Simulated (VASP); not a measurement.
# Ag3BrO (P6_3/mmc) in VASP: further runs

Ag3BrO is run at these levels: PBE; tasks: single point.

All numbers are computed with VASP 6.6.1; they aren't measurements. Logs are shortened: lines on timing, memory, paths and dates and some standing lists are left out, and cuts for length are marked.

### 1 The cell of the first run

It takes space group P6_3/mmc (No. 194, hexagonal). The conventional cell has a = 6.151 Å, b = 6.151 Å, c = 5.651 Å, α = 90.00°, β = 90.00°, γ = 120.00°. Within 3.1 Å of Ag (site symmetry mm2) lie 2 O at 2.35 Å and 2 Ag at 2.90 Å and 2 Br at 3.08 Å. Br (site symmetry -6m2) has 12 Ag at 3.08 to 3.28 Å and 6 O at 3.82 Å within 4.1 Å. Within 3.1 Å of O (site symmetry -3m) lie 6 Ag at 2.35 Å and 2 O at 2.83 Å.

### 2 Single point, PBE

Contents of INCAR:

```
SYSTEM = Ag3BrO
PREC = Accurate ; ENCUT = 520
EDIFF = 1E-6 ; ISMEAR = 0
SIGMA = 0.1 ; LREAL = .FALSE.
LASPH = .TRUE. ; NELM = 60
ALGO = Normal ; ISIF = 2
LWAVE = .FALSE. ; LCHARG = .FALSE.
GGA = PE ; NBANDS = 57
```

Contents of KPOINTS:

```
Automatic mesh
0
G
  6 6 8
  0 0 0
```

Contents of POSCAR:

```
Ag3BrO
1.0
    6.1507022758      0.0000000000      0.0000000000
   -3.0753511379      5.3266644219      0.0000000000
    0.0000000000      0.0000000000      5.6509947165
Ag Br O
6 2 2
Direct
    0.8237355534      0.6474711068      0.7500000000
    0.3525288932      0.1762644466      0.7500000000
    0.8237355534      0.1762644466      0.7500000000
    0.1762644466      0.3525288932      0.2500000000
    0.6474711068      0.8237355534      0.2500000000
    0.1762644466      0.8237355534      0.2500000000
    0.3333333333      0.6666666667      0.7500000000
    0.6666666667      0.3333333333      0.2500000000
    0.0000000000      0.0000000000      0.0000000000
    0.0000000000      0.0000000000      0.5000000000
```

Potentials or basis: VASP PAW PBE potentials, release 64 (Ag, Br, O).

Started as:

```
$ cat potpaw_PBE.64/Ag/POTCAR potpaw_PBE.64/Br/POTCAR potpaw_PBE.64/O/POTCAR > POTCAR
$ mpirun -np 1 vasp_std > vasp.out
```

OUTCAR:

```text
SYSTEM = Ag3BrO
   PREC = Accurate
   ENCUT = 520
   EDIFF = 1E-6
   ISMEAR = 0
   LREAL = .FALSE.
   LASPH = .TRUE.
   NELM = 60
   ISIF = 2
   GGA = PE

 ion  position               nearest neighbor table
   1  0.824  0.647  0.750-   9 2.35  10 2.35   2 2.90   3 2.90   7 3.08   7 3.08   3 3.25   2 3.25
                             6 3.39   5 3.39   5 3.39   6 3.39
   2  0.353  0.176  0.750-   9 2.35  10 2.35   1 2.90   3 2.90   7 3.08   7 3.08   1 3.25   3 3.25
                             6 3.39   6 3.39   4 3.39   4 3.39
   3  0.824  0.176  0.750-   9 2.35  10 2.35   1 2.90   2 2.90   7 3.08   7 3.08   1 3.25   2 3.25
                             5 3.39   5 3.39   4 3.39   4 3.39
   4  0.176  0.353  0.250-   9 2.35  10 2.35   5 2.90   6 2.90   8 3.08   8 3.08   6 3.25   5 3.25
                             3 3.39   3 3.39   2 3.39   2 3.39
   5  0.647  0.824  0.250-   9 2.35  10 2.35   4 2.90   6 2.90   8 3.08   8 3.08   4 3.25   6 3.25
                             3 3.39   3 3.39   1 3.39   1 3.39
   6  0.176  0.824  0.250-   9 2.35  10 2.35   4 2.90   5 2.90   8 3.08   8 3.08   4 3.25   5 3.25
                             2 3.39   2 3.39   1 3.39   1 3.39
   7  0.333  0.667  0.750-   2 3.08   1 3.08   3 3.08   3 3.08   2 3.08   1 3.08
   8  0.667  0.333  0.250-   5 3.08   4 3.08   6 3.08   6 3.08   5 3.08   4 3.08
   9  0.000  0.000  0.000-   1 2.35   4 2.35   3 2.35   2 2.35   5 2.35   6 2.35
  10  0.000  0.000  0.500-   1 2.35   4 2.35   3 2.35   2 2.35   5 2.35   6 2.35

  LATTYP: Found a hexagonal cell.
 ALAT       =     6.1507022758
 C/A-ratio  =     0.9187560157

  Lattice vectors:

 A1 = (   6.1507022758,   0.0000000000,   0.0000000000)
 A2 = (  -3.0753511379,   5.3266644219,   0.0000000000)
 A3 = (   0.0000000000,   0.0000000000,   5.6509947165)

Analysis of symmetry for initial positions (statically):
=====================================================================
 Subroutine PRICEL returns:
 Original cell was already a primitive cell.

 Routine SETGRP: Setting up the symmetry group for a
 hexagonal supercell.

 Subroutine GETGRP returns: Found 24 space group operations
 (whereof 12 operations were pure point group operations)
 out of a pool of 24 trial point group operations.

The static configuration has the point symmetry D_3d.
 The point group associated with its full space group is D_6h.

Analysis of symmetry for dynamics (positions and initial velocities):
=====================================================================
 Subroutine PRICEL returns:
 Original cell was already a primitive cell.

 Routine SETGRP: Setting up the symmetry group for a
 hexagonal supercell.

 Subroutine GETGRP returns: Found 24 space group operations
 (whereof 12 operations were pure point group operations)
 out of a pool of 24 trial point group operations.

The dynamic configuration has the point symmetry D_3d.
 The point group associated with its full space group is D_6h.

 Subroutine INISYM returns: Found 24 space group operations
 (whereof 12 operations are pure point group operations),
 and found     1 'primitive' translations

----------------------------------------------------------------------------------------

                                     Primitive cell

  volume of cell :     185.1420

  direct lattice vectors                    reciprocal lattice vectors
     6.150702276  0.000000000  0.000000000     0.162583060  0.093867374  0.000000000
    -3.075351138  5.326664422  0.000000000     0.000000000  0.187734747  0.000000000
     0.000000000  0.000000000  5.650994716     0.000000000  0.000000000  0.176959996

  length of vectors
     6.150702276  6.150702276  5.650994716     0.187734747  0.187734747  0.176959996

  position of ions in fractional coordinates (direct lattice)
     0.823735553  0.647471107  0.750000000
     0.352528893  0.176264447  0.750000000
     0.823735553  0.176264447  0.750000000
     0.176264447  0.352528893  0.250000000
     0.647471107  0.823735553  0.250000000
     0.176264447  0.823735553  0.250000000
     0.333333333  0.666666667  0.750000000
     0.666666667  0.333333333  0.250000000
     0.000000000  0.000000000  0.000000000
     0.000000000  0.000000000  0.500000000

  ion indices of the primitive-cell ions
   primitive index   ion index
                 1           1
                 2           2
                 3           3
                 4           4
                 5           5
                 6           6
                 7           7
                 8           8
                 9           9
                10          10

----------------------------------------------------------------------------------------

 KPOINTS: Automatic mesh

Automatic generation of k-mesh.
 Grid dimensions read from file:
 generate k-points for:    6    6    8

 Generating k-lattice:

  Cartesian coordinates                     Fractional coordinates (reciprocal lattice)
     0.027097177  0.015644562  0.000000000     0.166666667  0.000000000  0.000000000
     0.000000000  0.031289125  0.000000000     0.000000000  0.166666667  0.000000000
     0.000000000  0.000000000  0.022119999     0.000000000  0.000000000  0.125000000

  Length of vectors
     0.031289125  0.031289125  0.022119999

  Shift w.r.t. Gamma in fractional coordinates (k-lattice)
     0.000000000  0.000000000  0.000000000

 Subroutine IBZKPT returns following result:
 ===========================================

 Found     35 irreducible k-points:

 Following reciprocal coordinates:
            Coordinates               Weight
  0.000000  0.000000  0.000000      1.000000
  0.166667 -0.000000  0.000000      6.000000
  0.333333 -0.000000  0.000000      6.000000
  0.500000 -0.000000  0.000000      3.000000
  0.166667  0.166667  0.000000      6.000000
  0.333333  0.166667  0.000000     12.000000
[... 16 lines left out ...]
  0.166667 -0.000000  0.375000     12.000000
  0.333333 -0.000000  0.375000     12.000000
 [... further k-points ...]
   k-points           NKPTS =     35   k-points in BZ     NKDIM =     35   number of bands    NBANDS=     57
   number of dos      NEDOS =    301   number of ions     NIONS =     10
   total plane-waves  NPLWV =  96768
   dimension x,y,z NGX =    48 NGY =   48 NGZ =   42
   dimension x,y,z NGXF=    96 NGYF=   96 NGZF=   84
   ions per type =               6   2   2
   NGX,Y,Z   is equivalent  to a cutoff of  12.97, 12.97, 12.36 a.u.
   NGXF,Y,Z  is equivalent  to a cutoff of  25.95, 25.95, 24.71 a.u.
 SYSTEM =  Ag3BrO
   PREC   = accura    normal or accurate (medium, high low for compatibility)
   ISTART =      0    job   : 0-new  1-cont  2-samecut
   ICHARG =      2    charge: 1-file 2-atom 10-const
   ISPIN  =      1    spin polarized calculation?
   LNONCOLLINEAR =      F non collinear calculations
   LSORBIT =      F    spin-orbit coupling
   LASPH  =      T    aspherical Exc in radial PAW
   ENCUT  =  520.0 eV  38.22 Ry    6.18 a.u.  11.44 11.44 10.51*2*pi/ulx,y,z
   NELM   =     60;   NELMIN=  2; NELMDL= -5     # of ELM steps
   EDIFF  = 0.1E-05   stopping-criterion for ELM
   LREAL  =      F    real-space projection
   EDIFFG = 0.1E-04   stopping-criterion for IOM
   NSW    =      0    number of steps for IOM
   IBRION =     -1    ionic relax: 0-MD 1-quasi-New 2-CG
   NFREE  =      0    steps in history (QN), initial steepest desc. (CG)
   ISIF   =      2    stress and relaxation
   ISYM   =      2    0-nonsym 1-usesym 2-fastsym
   POTIM  = 0.5000    time-step for ionic-motion
   TEBEG  =    0.0;   TEEND  =   0.0 temperature during run
   PSTRESS=    0.0 pullay stress
   NELECT =      92.0000    total number of electrons
   NUPDOWN=      -1.0000    fix difference up-down
   EMIN   =  10.00;   EMAX   =-10.00  energy-range for DOS
   EFERMI =   0.00;   METHOD = LEGACY
   ISMEAR =     0;   SIGMA  =   0.10  broadening in eV -4-tet -1-fermi 0-gaus
   EFERMI_NEDOS =   21; number of points for ismear=-14 and -15
   IALGO  =     38    algorithm
   IMIX   =      4    mixing-type and parameters
     AMIX     =   0.40;   BMIX     =  1.00
     AMIX_MAG =   1.60;   BMIX_MAG =  1.00
  volume/ion in A,a.u.               =      18.51       124.94
  Fermi-wavevector in a.u.,A,eV,Ry     =   1.296689  2.450387 22.876864  1.681402
  Thomas-Fermi vector in A             =   2.428129
   LORBIT       =      0    0 simple, 1 ext, 2 COOP (PROOUT), +10 PAW based schemes
   GGA     = PE    functional components
   LHFCALC =     F    Hartree Fock is set to
   AEXX    =    0.0000 exact exchange contribution
   IVDW    =     0    specifies the selected vdW correction
   LEPSILON=     F    determine dielectric tensor
   LRPA    =     F    only Hartree local field effects (RPA)
 non-spin polarized calculation
 Gauss-broadening in eV      SIGMA  =   0.10
  energy-cutoff  :      520.00
  volume of cell :      185.14
 maximum number of plane-waves:      5037
 NGX is ok and might be reduce to    48
   NGX = 23   NGY = 23   NGZ = 21

 number of electron      91.9999998 magnetization

 Free energy of the ion-electron system (eV)
  ---------------------------------------------------
  ext. energy  EPLUGINS =         0.00000000
  ---------------------------------------------------
  free energy    TOTEN  =       -29.17410738 eV

  energy without entropy =      -29.15936128  energy(sigma->0) =      -29.16673433

 E-fermi :   5.0401     XC(G=0): -10.7637

 val. band max:        5.0303491644   @ k =   0.3333   0.1667   0.1250
 cond. band min:       5.0711430065   @ k =   0.3333   0.3333   0.1250
 fundamental gap:      0.0407938421
 Fermi energy:         5.0400817267

 k-point     1 :       0.0000    0.0000    0.0000
  band No.  band energies     occupation
      1     -12.0541      2.00000
      2     -11.5198      2.00000
      3     -10.4147      2.00000
      4     -10.2884      2.00000
      5      -0.7645      2.00000
      6      -0.0304      2.00000
[... 49 lines left out ...]
     56      11.6160      0.00000
     57      12.4373      0.00000

 k-point     2 :       0.1667   -0.0000    0.0000
  band No.  band energies     occupation
      1     -12.0493      2.00000
      2     -11.5197      2.00000
      3     -10.4059      2.00000
      4     -10.2909      2.00000
      5      -0.6937      2.00000
      6      -0.1269      2.00000
[... 49 lines left out ...]
     56      11.4981      0.00000
     57      12.3083      0.00000

 k-point     3 :       0.3333   -0.0000    0.0000
  band No.  band energies     occupation
      1     -12.0396      2.00000
      2     -11.5193      2.00000
      3     -10.3835      2.00000
      4     -10.3009      2.00000
      5      -0.5652      2.00000
      6      -0.2399      2.00000
[... 1194 lines left out ...]
      1     -11.8936      2.00000
      2     -11.6915      2.00000
      3     -10.3667      2.00000
      4     -10.3225      2.00000
      5      -0.3994      2.00000
      6      -0.0115      2.00000
[... 49 lines left out ...]
     56      11.7287      0.00000
     57      11.9241      0.00000

 k-point    24 :       0.3333   -0.0000    0.3750
  band No.  band energies     occupation
      1     -11.8877      2.00000
      2     -11.6891      2.00000
      3     -10.3515      2.00000
      4     -10.3198      2.00000
      5      -0.4892      2.00000
      6      -0.2660      2.00000
[... 49 lines left out ...]
     56      11.6324      0.00000
     57      12.1397      0.00000

 [... further k-points ...]
[... 5 lines left out ...]
  --------------------------------------------------------------------------------------
  -------------------------------------------------------------------------------------
  Total       -0.1134230     -0.1134230     -0.0693562     -0.0000000     -0.0000000      0.0000000
  in kB       -0.9815373     -0.9815373     -0.6001931     -0.0000000     -0.0000000      0.0000000
  external PRESSURE =      -0.8544226 kB  Pullay stress =       0.0000000 kB

 VOLUME and BASIS-vectors are now :
 -----------------------------------------------------------------------------
  energy-cutoff  :      520.00
  volume of cell :      185.14
      direct lattice vectors                 reciprocal lattice vectors
     6.150702276  0.000000000  0.000000000     0.162583060  0.093867374  0.000000000
    -3.075351138  5.326664422  0.000000000     0.000000000  0.187734747  0.000000000
     0.000000000  0.000000000  5.650994716     0.000000000  0.000000000  0.176959996

 POSITION                                       TOTAL-FORCE (eV/Angst)
 -----------------------------------------------------------------------------------
      3.07535      3.44886      4.23825        -0.000000      0.002988     -0.000000
      1.62623      0.93890      4.23825        -0.002588     -0.001494      0.000000
      4.52448      0.93890      4.23825         0.002588     -0.001494      0.000000
      0.00000      1.87780      1.41275        -0.000000     -0.002988      0.000000
      1.44913      4.38776      1.41275         0.002588      0.001494      0.000000
     -1.44913      4.38776      1.41275        -0.002588      0.001494      0.000000
     -0.00000      3.55111      4.23825        -0.000000      0.000000      0.000000
      3.07535      1.77555      1.41275         0.000000      0.000000      0.000000
      0.00000      0.00000      0.00000         0.000000      0.000000      0.000000
      0.00000      0.00000      2.82550         0.000000      0.000000      0.000000
 -----------------------------------------------------------------------------------
    total drift:                               -0.000000      0.000000     -0.000000

  FREE ENERGIE OF THE ION-ELECTRON SYSTEM (eV)
  ---------------------------------------------------
  free  energy   TOTEN  =       -29.1741073791 eV

  energy  without entropy=      -29.1593612829  energy(sigma->0) =      -29.16673433
```

It took 7.4 min on 1 thread of Oxide Virtual Turin-like, shared host; peak memory 0.45 GiB.

What came out:

```yaml
Free_energy: -29.1741 eV
Pressure: -0.1 GPa
Band_gap_on_the_k_mesh: zero (band 46 reaches 5.22 eV, above the bottom of band 47 at 4.55 eV)
```

Forces on the atoms (eV/Å):
```
Ag   0.000  0.003  0.000
Ag  -0.003 -0.001  0.000
Ag   0.003 -0.001  0.000
Ag   0.000 -0.003  0.000
Ag   0.003  0.001  0.000
Ag  -0.003  0.001  0.000
Br   0.000  0.000  0.000
Br   0.000  0.000  0.000
O    0.000  0.000  0.000
O    0.000  0.000  0.000
```

Levels at points of the mesh, in eV from the Fermi level:
| k point | band 42 | band 43 | band 44 | band 45 | band 46 | band 47 | band 48 | band 49 | band 50 | band 51 |
| --- | --- | --- | --- | --- | --- | --- | --- | --- | --- | --- |
| (0.00, 0.00, 0.00) | -2.03 | -1.60 | -1.60 | -0.34 | -0.34 | 0.07 | 0.19 | 4.11 | 4.11 | 4.59 |
| (0.50, 0.00, 0.00) | -1.21 | -1.05 | -0.27 | -0.15 | 0.17 | 0.29 | 0.48 | 2.25 | 4.17 | 4.38 |
| (0.00, 0.00, 0.50) | -1.49 | -0.90 | -0.90 | -0.90 | -0.90 | 0.90 | 0.90 | 3.92 | 3.92 | 3.92 |
| (0.50, 0.00, 0.50) | -1.56 | -0.79 | -0.79 | -0.61 | -0.61 | 1.87 | 1.87 | 2.62 | 2.62 | 4.42 |

(Part 1 of 2 ends here.)
